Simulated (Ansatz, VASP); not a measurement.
# GePbS2: VASP beside Ansatz

```
Ge S Pb
1.0
     4.04996    0.00000    0.00000
     0.00000    4.04996    0.00000
     0.00000    0.00000    5.73416
Ge S Pb
1 2 1
Direct
  0.00000 0.00000 0.00000
  0.00000 0.00000 0.50000
  0.50000 0.50000 0.00000
  0.50000 0.50000 0.50000
```

Alike in both runs: task single point; functional PBEsol; k mesh 4 × 4 × 4; occupations fermi-dirac, width 0.02 eV; no spin polarisation.

|  | VASP | Ansatz |
| --- | --- | --- |
| version | VASP 6.6.1 | Ansatz 0.2.0 |
| potentials or method | VASP PAW PBE potentials, release 64 (Ge_d, S, Pb_d) | plane waves, PAW |
| plane-wave cutoff (eV) | 520 | 420 |
| valence electrons in the cell | 40 | 40 |

|  | VASP | Ansatz | Ansatz less VASP |
| --- | --- | --- | --- |
| pressure (GPa) | -2.4 | -2.4 | +0.03 |

VASP's potentials were made for PBE, not for PBEsol.

Neither program's run includes spin-orbit coupling.
